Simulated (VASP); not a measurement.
Crystal: Au.

```
Au
1.0
     0.00000    2.04848    2.04848
     2.04848    0.00000    2.04848
     2.04848    2.04848    0.00000
Au
1
Direct
  0.00000 0.00000 0.00000
```

Program: VASP 6.6.1. Alike in all runs: task single point; potentials or basis VASP PAW PBE potentials, release 64 (Au); no spin polarisation; cell as given; cutoff (eV) 520; smearing fermi-dirac 0.05 eV. Hardware: 1 thread of Intel Xeon 6975P-C, on a shared host.

Task: Order these runs on this cell by their wall time, lowest first.
A. level PBEsol+D3(BJ); k mesh 11 × 11 × 11
B. level SVWN5; k mesh 11 × 11 × 11
C. level B3LYP; k mesh 6 × 6 × 6; grid for exact exchange (PRECFOCK) Normal
D. level BLYP+D4; k mesh 11 × 11 × 11

Result: B (5 s), A (11 s), D (23 s), C (620 s).

Caveats: some runs use coarse meshes.
